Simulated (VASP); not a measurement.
Ir:

```
Ir
1.0
    12.23846    0.00000    0.00000
     0.00000    2.23343    0.00000
     0.00000    0.00000    7.19300
Ir
2
Cartesian
  3.0596 0.0000 1.1796
  9.1788 0.0000 6.0134
```

Base run:

| Property | Result |
| --- | --- |
| Program | VASP 6.6.1 |
| Functional | PBEsol |
| Potentials or basis | VASP PAW PBE potentials, release 64 (Ir) |
| Cutoff | 520 eV |
| k mesh | 4 × 18 × 6 |
| Occupations | gaussian, width 0.1 eV |
| Spin | collinear spin |
| Starting moments | [1.0, 1.0] μB |

Its results: pressure 0.7 GPa; net moment 1.11 μB per cell; site moments Ir +0.53 μB.

**Question.** The run is repeated on the same cell with these changes: moments at the start from [1.0, 1.0] to [1.0, -1.0]. What comes out?

**Answer.** Pressure 0.7 GPa; net moment 0.00 μB per cell; site moments Ir +0.53, -0.53 μB.

Caveats: the PAW data sets were made with another functional, which shifts forces and pressure a little.
